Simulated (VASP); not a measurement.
Input of a VASP 6.6.1 run:

INCAR

```
SYSTEM = GeWCl3
PREC = Accurate
ENCUT = 520
EDIFF = 1E-6
ISMEAR = 0
SIGMA = 0.1
LREAL = .FALSE.
LASPH = .TRUE.
NELM = 150
ALGO = Normal
ISIF = 2
LWAVE = .FALSE.
LCHARG = .FALSE.
ISPIN = 2
MAGMOM = 0.04 3.19 0.07 0.01 0.07
LORBIT = 11
LMAXMIX = 4
GGA = PE
NBANDS = 36
```

The input KPOINTS:

```
Automatic mesh
0
G
  4 4 4
  0 0 0
```

The input POSCAR:

```
GeWCl3
1.0
    5.3799916108      0.0000000000      0.0000000000
    0.0000000000      5.3799916108      0.0000000000
    0.0000000000      0.0000000000      5.6451835318
Ge W Cl
1 1 3
Direct
    0.0000000000      0.0000000000      0.4475284121
    0.5000000000      0.5000000000      1.3691007815
    0.5000000000      0.0000000000      0.3860562333
    0.0000000000      0.0000000000      0.8492213198
    0.0000000000      0.5000000000      0.3860562333
```

Potentials or basis: VASP PAW PBE potentials, release 64 (Ge_d, W_sv, Cl).

Run with:

```bash
$ cat potpaw_PBE.64/Ge_d/POTCAR potpaw_PBE.64/W_sv/POTCAR potpaw_PBE.64/Cl/POTCAR > POTCAR
$ mpirun -np 1 vasp_std > vasp.out
```

Predict the net moment.

4.73 μB per cell.

Estimate the largest force.

0.033 eV/Å.

What does it give for the site moments?

Ge +0.07; W +3.28; Cl +0.02, +0.01 (each value once) μB.

Predict the pressure.

0.0 GPa.

Forces in eV/Å, atoms in the order of the input:
```
Ge   0.000  0.000  0.031
W    0.000  0.000  0.002
Cl   0.000  0.000 -0.001
Cl   0.000  0.000 -0.033
Cl   0.000  0.000 -0.001
```
